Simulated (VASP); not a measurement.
**Be4PPd: single point with PBE**

The system is Be4PPd.

```
Be P Pd
1.0
     0.00000    3.12909    3.12909
     3.12909    0.00000    3.12909
     3.12909    3.12909    0.00000
Be P Pd
4 1 1
Direct
  0.62535 0.12396 0.62535
  0.62535 0.62535 0.62535
  0.12396 0.62535 0.62535
  0.62535 0.62535 0.12396
  0.25000 0.25000 0.25000
  0.00000 0.00000 0.00000
```

| Quantity | Value |
| --- | --- |
| Program | VASP 6.6.1 |
| Task | single point |
| Functional | PBE |
| Potentials or basis | VASP PAW PBE potentials, release 64 (Be, P, Pd) |
| Cutoff | 520 eV |
| k mesh | 10 × 10 × 10 |
| Occupations | gaussian, width 0.1 eV |
| Spin | no spin polarisation |
| Dipole correction | no |
| Further INCAR settings | ALGO = Normal; EDIFF = 1e-06; NBANDS = 20 |

```yaml
Pressure: 0.0 GPa
```

Forces on the atoms (eV/Å):
```
Be  -0.001  0.001 -0.001
Be   0.001  0.001  0.001
Be   0.001 -0.001 -0.001
Be  -0.001 -0.001  0.001
P    0.000  0.000  0.000
Pd   0.000  0.000  0.000
```

Levels at points of the mesh, in eV from the Fermi level:
```
           k point  band 9  band 10  band 11  band 12  band 13  band 14  band 15  band 16
(0.00, 0.00, 0.00)   -1.79    -1.79    -1.79    -0.37    -0.37    -0.37     2.60     2.60
(0.50, 0.00, 0.00)   -3.49    -3.49    -1.11     0.03     0.03     1.70     4.10     4.10
(0.50, 0.50, 0.00)   -4.31    -2.69    -2.07     2.09     3.01     3.37     4.15     4.15
```

Wall time 26 s on 1 thread of Intel(R) Xeon(R) 6975P-C (Granite Rapids), on a shared host, peak memory 0.23 GiB.
